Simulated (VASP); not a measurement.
Crystal: F.

```
CELL_PARAMETERS angstrom
2.86234 -1.70639 0.13645
2.86234 1.70639 0.13645
-1.24432 0.00000 6.84039
ATOMIC_POSITIONS crystal
F 0.92590 0.58599 0.09459
F 0.41401 0.07410 0.40541
F 0.07410 0.41401 0.90541
F 0.58599 0.92590 0.59459
```

- Program: VASP 6.6.1
- Task: relaxation of cell and atoms
- Functional: PBE
- Dispersion: D3(BJ)
- Potentials or basis: VASP PAW PBE potentials, release 64 (F_h)
- Cutoff: 910 eV
- k mesh: 8 × 8 × 4
- Occupations: gaussian, width 0.02 eV
- Spin: no spin polarisation

At the start: pressure -0.8 GPa; volume 16.85 Å³/atom.

Problem. How do energy, volume and symmetry change on relaxing?

Solution. Over 24 steps the energy falls by 2.4 meV/atom and the volume is 15.82 Å³/atom (-6.1 %); space group C2/c (No. 15, to 0.1 Å) before and after.

Step by step:
```tsv
step	energy change (eV)	largest force (eV/Å)	pressure (GPa)	volume (Å³)
1	0.0000	0.0070	-0.76	67.40
2	-0.0028	0.1451	-0.27	66.63
3	-0.0036	0.2727	0.17	65.93
4	-0.0043	0.2520	0.16	65.78
5	-0.0062	0.1914	0.11	65.34
6	-0.0086	0.0732	0.00	64.46
7	-0.0083	0.1514	-0.23	62.73
8	-0.0093	0.0269	-0.10	63.69
9	-0.0093	0.0329	-0.10	63.65
10	-0.0093	0.0184	-0.05	63.55
11	-0.0094	0.0059	0.00	63.46
12	-0.0094	0.0034	0.00	63.45
13	-0.0094	0.0025	0.00	63.44
14	-0.0094	0.0019	0.01	63.43
15	-0.0094	0.0049	0.03	63.40
16	-0.0094	0.0021	0.02	63.42
17	-0.0094	0.0020	0.02	63.42
18	-0.0094	0.0020	0.01	63.42
19	-0.0094	0.0024	0.01	63.41
20	-0.0094	0.0049	0.00	63.39
21	-0.0095	0.0112	-0.01	63.36
22	-0.0095	0.0242	-0.04	63.29
23	-0.0095	0.0180	-0.02	63.29
24	-0.0095	0.0029	0.03	63.27
```

Final structure:
```
F
1.0
     2.76687   -1.68393    0.13930
     2.76687    1.68393    0.13930
    -1.19045    0.00000    6.72980
F
4
Cartesian
  4.0707 -0.5661 0.8573
  0.8678 -0.5661 2.7862
  0.2726 0.5661 6.1511
  3.4755 0.5661 4.2222
```
